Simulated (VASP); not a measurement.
Here is a VASP 6.6.1 calculation.

File INCAR:

```
SYSTEM = AlGa3N4
PREC = Accurate ; ENCUT = 520
EDIFF = 1E-6 ; ISMEAR = 0
SIGMA = 0.02 ; LREAL = .FALSE.
LASPH = .TRUE. ; NELM = 60
ALGO = Normal ; ISIF = 2
LWAVE = .FALSE. ; LCHARG = .FALSE.
GGA = PS ; NBANDS = 41
```

Contents of KPOINTS:

```
Automatic mesh
0
G
  6 8 6
  0 0 0
```

The input POSCAR:

```
AlGa3N4
1.0
    4.9880805124      0.0000000000      0.0012274031
    0.0000000000      3.0700352560      0.0000000000
   -0.0019802093      0.0000000000      5.5914203965
Al Ga N
1 3 4
Direct
    0.0028855373      0.5000000000      0.6660649871
    0.5016994840      0.5000000000      0.3367086715
    0.5014687511      0.0000000000      0.8334604991
    1.0027133786      0.0000000000      0.1642684326
    0.1168902628      0.5000000000      0.3448189730
    0.1151748531      0.0000000000      0.8313487239
    0.6181026360      0.0000000000      0.1610588415
    0.6286651071      0.5000000000      0.6622718716
```

Potentials or basis: VASP PAW PBE potentials, release 64 (Al, Ga_d, N).

The run is started by

```bash
$ cat potpaw_PBE.64/Al/POTCAR potpaw_PBE.64/Ga_d/POTCAR potpaw_PBE.64/N/POTCAR > POTCAR
$ mpirun -np 1 vasp_std > vasp.out
```

(1) Estimate the pressure.

(2) Estimate the largest force.

(3) Estimate the band gap on the k mesh.

## Answers

(1) 8.1 GPa.

(2) 0.016 eV/Å.

(3) 2.54 eV.

Caveat: the cell differs from its parent crystal (biaxial strain in the a-b plane: -3.0 %, then relaxed in part); the stress differs along the axes, from -0 to 13 GPa; the PAW data sets were made with another functional, which shifts forces and pressure a little.
